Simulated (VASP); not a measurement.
# H6C3O in VASP: a series of runs, part 4 of 4

VASP 6.6.1.

### Step 6. Relaxation of the atoms, PBE+D3(BJ)

The input, INCAR:

```
SYSTEM = H6C3O
ALGO     = Normal         ! electronic algorithm
EDIFF    = 1E-7           ! SCF threshold, eV
EDIFFG   = -0.3           ! ionic threshold
ENCUT    = 520            ! plane-wave cutoff, eV
GGA      = PE             ! functional
IBRION   = 2              ! ionic algorithm
ISIF     = 2              ! what is computed and relaxed
ISMEAR   = -1             ! smearing method
IVDW     = 12             ! dispersion correction
LASPH    = .True.         ! aspherical terms in the spheres
LCHARG   = .False.        ! write CHGCAR
LREAL    = Auto         
LWAVE    = .False.        ! write WAVECAR
NELM     = 100            ! most SCF steps
NSW      = 35             ! ionic steps
PREC     = Accurate       ! precision mode
SIGMA    = 0.02           ! smearing width, eV
```

The input, KPOINTS:

```
k-points
0
Gamma
  1 1 1
  0 0 0
```

The input, POSCAR:

```
H6C3O
1.0
    7.5419870000      0.0000000000      0.0000000000
    0.0000000000      7.5419870000      0.0000000000
    0.0000000000      0.0000000000      7.5419870000
O C H
3 9 18
Direct
   -0.0284004000      1.0424905000      0.7471032000
    0.2032787000      0.3678266000      0.2815854000
    0.8413575000      0.6199452000      1.1447166000
    0.0863701000      0.9341291000      0.7116473000
    0.2581354000      0.2557295000      0.1786458000
    0.8540792000      0.6283306000      0.9836593000
    0.6103966000      0.1856761000      0.5093239000
    0.6188141000      0.1783701000      0.3326715000
    0.4599287000      0.6924491000      0.6732123000
    0.5107795000      0.6857523000      0.5038025000
    0.0819446000      0.3610701000      0.8083176000
    0.1664119000      0.3540211000      0.6529281000
    0.2149035000      0.9730002000      0.6534546000
    0.0683729000      0.7908946000      0.7356921000
    0.3582853000      0.1564260000      0.2177224000
    0.2108183000      0.2470717000      0.0404274000
    0.8920847000      0.7517695000      0.9148364000
    0.8283260000      0.5129676000      0.8973671000
    0.5867945000      0.3093632000      0.5788395000
    0.6268078000      0.0682305000      0.5907191000
    0.6024030000      0.2958157000      0.2512763000
    0.6424163000      0.0546830000      0.2631559000
    0.5545682000      0.7113115000      0.7798686000
    0.3218485000      0.6793076000      0.7112795000
    0.6488598000      0.6988938000      0.4657353000
    0.4161401000      0.6668899000      0.3971462000
   -0.0495114000      0.3052883000      0.8255125000
    0.1412419000      0.4228739000      0.9238689000
    0.1071147000      0.2922174000      0.5373767000
    0.2978680000      0.4098030000      0.6357332000
```

Potentials or basis: VASP PAW PBE potentials, release 64 (O, C, H).

Started as:

```
$ cat potpaw_PBE.64/O/POTCAR potpaw_PBE.64/C/POTCAR potpaw_PBE.64/H/POTCAR > POTCAR
$ mpirun -np 1 vasp_gam > vasp.out
```

OUTCAR:

```text
SYSTEM = H6C3O
   EDIFF = 1E-7
   EDIFFG = -0.3
   ENCUT = 520
   GGA = PE
   IBRION = 2
   ISIF = 2
   ISMEAR = -1
   IVDW = 12
   LASPH = .True.
   LREAL = Auto
   NELM = 100
   NSW = 35
   PREC = Accurate
 IVDW          = 12

 ion  position               nearest neighbor table
   1  0.972  0.042  0.747-   4 1.22
   2  0.203  0.368  0.282-   5 1.22
   3  0.841  0.620  0.145-   6 1.22
   4  0.086  0.934  0.712-  14 1.10  13 1.10   1 1.22
   5  0.258  0.256  0.179-  15 1.10  16 1.10   2 1.22
   6  0.854  0.628  0.984-  17 1.10  18 1.10   3 1.22
   7  0.610  0.186  0.509-  20 1.08  19 1.08   8 1.33
   8  0.619  0.178  0.333-  21 1.08  22 1.08   7 1.33
   9  0.460  0.692  0.673-  24 1.08  23 1.08  10 1.33
  10  0.511  0.686  0.504-  26 1.08  25 1.08   9 1.33
  11  0.082  0.361  0.808-  27 1.08  28 1.08  12 1.33
  12  0.166  0.354  0.653-  29 1.08  30 1.08  11 1.33
  13  0.215  0.973  0.653-   4 1.10
  14  0.068  0.791  0.736-   4 1.10
  15  0.358  0.156  0.218-   5 1.10
  16  0.211  0.247  0.040-   5 1.10
  17  0.892  0.752  0.915-   6 1.10
  18  0.828  0.513  0.897-   6 1.10
[... 10 lines left out ...]
  29  0.107  0.292  0.537-  12 1.08
  30  0.298  0.410  0.636-  12 1.08

  LATTYP: Found a simple cubic cell.
 ALAT       =     7.5419870000

  Lattice vectors:

 A1 = (   7.5419870000,   0.0000000000,   0.0000000000)
 A2 = (   0.0000000000,   7.5419870000,   0.0000000000)
 A3 = (   0.0000000000,   0.0000000000,   7.5419870000)

Analysis of symmetry for initial positions (statically):
=====================================================================
 Subroutine PRICEL returns:
 Original cell was already a primitive cell.

 Routine SETGRP: Setting up the symmetry group for a
 simple cubic supercell.

 Subroutine GETGRP returns: Found  1 space group operations
 (whereof  1 operations were pure point group operations)
 out of a pool of 48 trial point group operations.

The static configuration has the point symmetry C_1 .

Analysis of symmetry for dynamics (positions and initial velocities):
=====================================================================
 Subroutine PRICEL returns:
 Original cell was already a primitive cell.

 Routine SETGRP: Setting up the symmetry group for a
 simple cubic supercell.

 Subroutine GETGRP returns: Found  1 space group operations
 (whereof  1 operations were pure point group operations)
 out of a pool of 48 trial point group operations.

The dynamic configuration has the point symmetry C_1 .

 Subroutine INISYM returns: Found  1 space group operations
 (whereof  1 operations are pure point group operations),
 and found     1 'primitive' translations

----------------------------------------------------------------------------------------

                                     Primitive cell

  volume of cell :     429.0000

  direct lattice vectors                    reciprocal lattice vectors
     7.541987000  0.000000000  0.000000000     0.132591053  0.000000000  0.000000000
     0.000000000  7.541987000  0.000000000     0.000000000  0.132591053  0.000000000
     0.000000000  0.000000000  7.541987000     0.000000000  0.000000000  0.132591053

  length of vectors
     7.541987000  7.541987000  7.541987000     0.132591053  0.132591053  0.132591053

  position of ions in fractional coordinates (direct lattice)
     0.971599600  0.042490500  0.747103200
     0.203278700  0.367826600  0.281585400
     0.841357500  0.619945200  0.144716600
     0.086370100  0.934129100  0.711647300
     0.258135400  0.255729500  0.178645800
     0.854079200  0.628330600  0.983659300
[... 22 lines left out ...]
     0.107114700  0.292217400  0.537376700
     0.297868000  0.409803000  0.635733200
[... 48 lines left out ...]

  Length of vectors
     0.132591053  0.132591053  0.132591053

  Shift w.r.t. Gamma in fractional coordinates (k-lattice)
     0.000000000  0.000000000  0.000000000

 Subroutine IBZKPT returns following result:
 ===========================================

 Found      1 irreducible k-points:

 Following reciprocal coordinates:
            Coordinates               Weight
  0.000000  0.000000  0.000000      1.000000
   k-points           NKPTS =      1   k-points in BZ     NKDIM =      1   number of bands    NBANDS=     52
   number of dos      NEDOS =    301   number of ions     NIONS =     30
   total plane-waves  NPLWV = 175616
   dimension x,y,z NGX =    56 NGY =   56 NGZ =   56
   dimension x,y,z NGXF=   112 NGYF=  112 NGZF=  112
   ions per type =               3   9  18
   NGX,Y,Z   is equivalent  to a cutoff of  12.34, 12.34, 12.34 a.u.
   NGXF,Y,Z  is equivalent  to a cutoff of  24.69, 24.69, 24.69 a.u.
 SYSTEM =  H6C3O
   PREC   = accura    normal or accurate (medium, high low for compatibility)
   ISTART =      0    job   : 0-new  1-cont  2-samecut
   ICHARG =      2    charge: 1-file 2-atom 10-const
   ISPIN  =      1    spin polarized calculation?
   LNONCOLLINEAR =      F non collinear calculations
   LSORBIT =      F    spin-orbit coupling
   LASPH  =      T    aspherical Exc in radial PAW
   ENCUT  =  520.0 eV  38.22 Ry    6.18 a.u.  14.02 14.02 14.02*2*pi/ulx,y,z
   NELM   =    100;   NELMIN=  2; NELMDL= -5     # of ELM steps
   EDIFF  = 0.1E-06   stopping-criterion for ELM
   LREAL  =      T    real-space projection
   EDIFFG = -.3E+00   stopping-criterion for IOM
   NSW    =     35    number of steps for IOM
   IBRION =      2    ionic relax: 0-MD 1-quasi-New 2-CG
   NFREE  =      1    steps in history (QN), initial steepest desc. (CG)
   ISIF   =      2    stress and relaxation
   ISYM   =      2    0-nonsym 1-usesym 2-fastsym
   POTIM  = 0.5000    time-step for ionic-motion
   TEBEG  =    0.0;   TEEND  =   0.0 temperature during run
   PSTRESS=    0.0 pullay stress
   NELECT =      72.0000    total number of electrons
   NUPDOWN=      -1.0000    fix difference up-down
   EMIN   =  10.00;   EMAX   =-10.00  energy-range for DOS
   EFERMI =   0.00;   METHOD = LEGACY
   ISMEAR =    -1;   SIGMA  =   0.02  broadening in eV -4-tet -1-fermi 0-gaus
   EFERMI_NEDOS =   21; number of points for ismear=-14 and -15
   IALGO  =     38    algorithm
   IMIX   =      4    mixing-type and parameters
     AMIX     =   0.40;   BMIX     =  1.00
     AMIX_MAG =   1.60;   BMIX_MAG =  1.00
  volume/ion in A,a.u.               =      14.30        96.50
  Fermi-wavevector in a.u.,A,eV,Ry     =   0.903025  1.706470 11.094933  0.815455
  Thomas-Fermi vector in A             =   2.026300
   LORBIT       =      0    0 simple, 1 ext, 2 COOP (PROOUT), +10 PAW based schemes
   GGA     = PE    functional components
   LHFCALC =     F    Hartree Fock is set to
   AEXX    =    0.0000 exact exchange contribution
   IVDW    =    12    specifies the selected vdW correction
   LEPSILON=     F    determine dielectric tensor
   LRPA    =     F    only Hartree local field effects (RPA)
 conjugate gradient relaxation of ions
 non-spin polarized calculation
  energy-cutoff  :      520.00
  volume of cell :      429.00
 maximum number of plane-waves:      5757
   NGX = 29   NGY = 29   NGZ = 29

--------------------------------------- Ionic step        1  -------------------------------------------

 number of electron      72.0000006 magnetization

 Free energy of the ion-electron system (eV)
  ---------------------------------------------------
  ext. energy  EPLUGINS =         0.00000000
  ---------------------------------------------------
  free energy    TOTEN  =      -161.57210762 eV

  energy without entropy =     -161.57210762  energy(sigma->0) =     -161.57210762

------------------------ aborting loop because EDIFF is reached ----------------------------------------

 Edisp (eV)   -1.13002

 E8    (eV) :    -0.2636
[... 189 lines left out ...]
  FREE ENERGIE OF THE ION-ELECTRON SYSTEM (eV)
  ---------------------------------------------------
  free  energy   TOTEN  =      -162.7369039875 eV

  energy  without entropy=     -162.7369039875  energy(sigma->0) =     -162.73690399

[... ionic steps 4 to 25 ...]

--------------------------------------- Ionic step       26  -------------------------------------------

 number of electron      71.9999995 magnetization

------------------------ aborting loop because EDIFF is reached ----------------------------------------
[... 131 lines left out ...]
--------------------------------------- Ionic step       28  -------------------------------------------

 number of electron      71.9999996 magnetization

 Free energy of the ion-electron system (eV)
  ---------------------------------------------------
  ext. energy  EPLUGINS =         0.00000000
  ---------------------------------------------------
  free energy    TOTEN  =      -162.32718670 eV

  energy without entropy =     -162.32718670  energy(sigma->0) =     -162.32718670

 E-fermi :  -2.7887     XC(G=0):  -5.8624

 val. band max:       -3.3000314047   @ k =   0.0000   0.0000   0.0000
 cond. band min:      -0.3423876560   @ k =   0.0000   0.0000   0.0000
 fundamental gap:      2.9576437488
 Fermi energy:        -2.7887375466

 k-point     1 :       0.0000    0.0000    0.0000
  band No.  band energies     occupation
      1     -24.2010      2.00000
      2     -23.8228      2.00000
      3     -23.7492      2.00000
      4     -16.3261      2.00000
      5     -16.0865      2.00000
      6     -15.9447      2.00000
[... 40 lines left out ...]
     47       3.7610      0.00000
     48       4.0164      0.00000
 [bands above 48 left out]

------------------------ aborting loop because EDIFF is reached ----------------------------------------

 Edisp (eV)   -1.12103

 E8    (eV) :    -0.2606
[... 53 lines left out ...]
  FREE ENERGIE OF THE ION-ELECTRON SYSTEM (eV)
  ---------------------------------------------------
  free  energy   TOTEN  =      -163.4482185866 eV

  energy  without entropy=     -163.4482185866  energy(sigma->0) =     -163.44821859

 reached required accuracy - stopping structural energy minimisation
```

Run time: 14 min. Hardware: 1 thread of Intel Xeon Platinum 8259CL at 2.50GHz (Skylake/Cascade Lake), shared host; peak memory 0.45 GiB.

Results:

* Free energy: -163.4482 eV
* Energy gained by relaxing: 24.9 meV/atom
* Ionic steps: 28
* Pressure after relaxing: 0.3 GPa
* Largest force after relaxing: 0.249 eV/Å
* Band gap on the k mesh: 2.96 eV
* Dispersion energy per atom: -0.037 eV

Forces on the atoms (eV/Å):
```
O    0.155  0.069 -0.026
O    0.001 -0.175 -0.055
O   -0.074  0.026  0.061
C    0.050  0.224 -0.038
C    0.148  0.151 -0.042
C   -0.046 -0.120  0.126
C    0.089  0.087 -0.113
C    0.119 -0.080 -0.186
C    0.183  0.145  0.038
C   -0.151  0.061 -0.144
C   -0.006  0.007  0.082
C   -0.181  0.127 -0.114
H   -0.157 -0.025 -0.022
H   -0.102 -0.200 -0.007
H   -0.185  0.017  0.107
H   -0.054  0.010  0.028
H   -0.010  0.166  0.005
H   -0.127 -0.050  0.029
H   -0.006  0.143  0.039
H    0.013 -0.202  0.075
H    0.030  0.009  0.070
H   -0.013  0.060  0.121
H    0.058  0.013 -0.024
H   -0.057 -0.065  0.125
H    0.109 -0.001 -0.037
H    0.074 -0.073  0.049
H    0.079 -0.073 -0.073
H    0.086 -0.057 -0.019
H    0.082 -0.052 -0.073
H   -0.106 -0.141  0.021
```

Stress tensor (GPa, compression positive):
```
 0.23 -0.05  0.02
-0.05  0.58 -0.19
 0.02 -0.19  0.06
```

Step by step:
```
step  energy change (eV)  largest force (eV/Å)  pressure (GPa)
   1              0.0000                1.2373            1.34
   2              0.1861                5.9882            2.39
   3             -0.0348                1.1079            1.59
   4             -0.1144                0.5353            1.02
   5             -0.1461                1.2997            0.33
   6             -0.1909                0.6670            0.25
   7             -0.2042                0.7995            0.19
   8             -0.2593                0.7997            0.31
   9             -0.3168                1.2311            0.61
  10             -0.3632                1.0827            0.63
  11             -0.4482                0.8808            0.66
  12             -0.3712                2.4821            0.61
  13             -0.4601                1.2761            0.66
  14             -0.5221                0.7726            0.95
  15             -0.5305                1.3291            1.10
  16             -0.5924                0.5489            0.66
  17             -0.6063                0.7060            0.33
  18             -0.6347                0.5599            0.20
  19             -0.6351                0.7040            0.18
  20             -0.6583                0.3157            0.23
  21             -0.6630                0.4337            0.26
  22             -0.6813                0.3458            0.17
  23             -0.6840                0.6762            0.13
  24             -0.6980                0.3797            0.25
  25             -0.7102                0.5451            0.50
  26             -0.7255                0.3489            0.45
  27             -0.7316                0.5109            0.38
  28             -0.7461                0.2488            0.29
```

Final structure:
```yaml
crystal:
  lattice:
    - [7.54199, 0.00000, 0.00000]
    - [0.00000, 7.54199, 0.00000]
    - [0.00000, 0.00000, 7.54199]
  atoms:
    - { symbol: O, position: [0.93649, 0.97846, 0.74159] }
    - { symbol: O, position: [0.21570, 0.39116, 0.22630] }
    - { symbol: O, position: [0.82509, 0.62697, 0.16001] }
    - { symbol: C, position: [0.07630, 0.90847, 0.70069] }
    - { symbol: C, position: [0.24762, 0.24188, 0.17285] }
    - { symbol: C, position: [0.82818, 0.64176, 0.99919] }
    - { symbol: C, position: [0.62216, 0.18499, 0.51262] }
    - { symbol: C, position: [0.64049, 0.17862, 0.33696] }
    - { symbol: C, position: [0.47349, 0.69587, 0.67423] }
    - { symbol: C, position: [0.51691, 0.68648, 0.50346] }
    - { symbol: C, position: [0.08681, 0.38635, 0.80540] }
    - { symbol: C, position: [0.17080, 0.35622, 0.65285] }
    - { symbol: H, position: [0.19272, 0.98531, 0.65133] }
    - { symbol: H, position: [0.09632, 0.76382, 0.71341] }
    - { symbol: H, position: [0.32395, 0.14435, 0.25359] }
    - { symbol: H, position: [0.20944, 0.19978, 0.03603] }
    - { symbol: H, position: [0.87418, 0.76371, 0.93196] }
    - { symbol: H, position: [0.78488, 0.53272, 0.90979] }
    - { symbol: H, position: [0.60155, 0.31024, 0.58057] }
    - { symbol: H, position: [0.62947, 0.06744, 0.59460] }
    - { symbol: H, position: [0.63646, 0.29854, 0.25559] }
    - { symbol: H, position: [0.66339, 0.05369, 0.26614] }
    - { symbol: H, position: [0.57016, 0.72405, 0.77795] }
    - { symbol: H, position: [0.33771, 0.67765, 0.71749] }
    - { symbol: H, position: [0.65216, 0.70387, 0.45630] }
    - { symbol: H, position: [0.41603, 0.66106, 0.40219] }
    - { symbol: H, position: [0.95915, 0.32443, 0.83447] }
    - { symbol: H, position: [0.13944, 0.47362, 0.90890] }
    - { symbol: H, position: [0.10820, 0.27346, 0.55231] }
    - { symbol: H, position: [0.29722, 0.41762, 0.61885] }
```

Levels at points of the mesh, in eV from the valence-band top:
```tsv
k point	band 34	band 35	band 36	band 37	band 38	band 39
(0.00, 0.00, 0.00)	-0.49	-0.07	0.00	2.96	3.25	3.47
```

Caveat: the k points lie up to 0.83 Å⁻¹ apart; the relaxation stopped at a loose force limit of 0.3 eV/Å, so its end isn't a converged minimum.
